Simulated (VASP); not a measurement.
CoSn2: single point with PBEsol

Crystal: CoSn2.

```
CELL_PARAMETERS angstrom
-3.18250 3.18250 2.72850
3.18250 -3.18250 2.72850
3.18250 3.18250 -2.72850
ATOMIC_POSITIONS crystal
Co 0.25000 0.25000 0.00000
Co 0.75000 0.75000 0.00000
Sn 0.65800 0.15800 0.81600
Sn 0.15800 0.34200 0.50000
Sn 0.34200 0.84200 0.18400
Sn 0.84200 0.65800 0.50000
```

* Program: VASP 6.6.1
* Task: single point
* Functional: PBEsol
* Potentials or basis: VASP PAW PBE potentials, release 64 (Co, Sn_d)
* Cutoff: 520 eV
* k mesh: 4 × 4 × 4
* Occupations: gaussian, width 0.2 eV
* Spin: no spin polarisation
* Dipole correction: no
* Further INCAR settings: ALGO = Normal; EDIFF = 1e-06; NBANDS = 46

The pressure is -3.8 GPa, the largest force is 0.806 eV/Å and the band gap on the k mesh is zero (band 37 reaches 11.16 eV, above the bottom of band 38 at 9.77 eV).

Forces in eV/Å, atoms in the order of the input:
```
Co   0.000  0.000  0.000
Co   0.000  0.000  0.000
Sn   0.570  0.570  0.000
Sn  -0.570  0.570  0.000
Sn  -0.570 -0.570  0.000
Sn   0.570 -0.570  0.000
```

Stress tensor (GPa, compression positive):
```
-3.47  0.00  0.00
 0.00 -3.47  0.00
 0.00  0.00 -4.54
```

Levels at points of the mesh, in eV from the Fermi level:
```tsv
k point	band 33	band 34	band 35	band 36	band 37	band 38	band 39	band 40	band 41	band 42
(0.00, 0.00, 0.00)	-1.82	-1.44	-1.01	-0.92	-0.47	-0.47	0.41	0.45	0.50	0.50
(0.50, 0.00, 0.00)	-0.98	-0.98	-0.61	-0.61	0.30	0.30	1.86	1.86	3.15	3.15
(0.50, 0.50, 0.00)	-1.31	-1.16	-0.99	-0.57	-0.47	0.77	0.80	1.37	2.71	3.83
(0.50, 0.50, 0.50)	-0.86	-0.56	-0.56	0.30	0.40	1.29	2.58	2.58	2.90	2.91
```

Run time: 67 s on 1 thread of Intel Xeon 6975P-C, with other jobs on the host, peak memory 0.26 GiB.

Caveat: the k points lie up to 0.38 Å⁻¹ apart; the PAW data sets were made with another functional, which shifts forces and pressure a little; spin-orbit coupling is left out, which moves the levels of the heavy elements. Spin polarisation is off, so any magnetic state and its effect on volume and gap are missing.
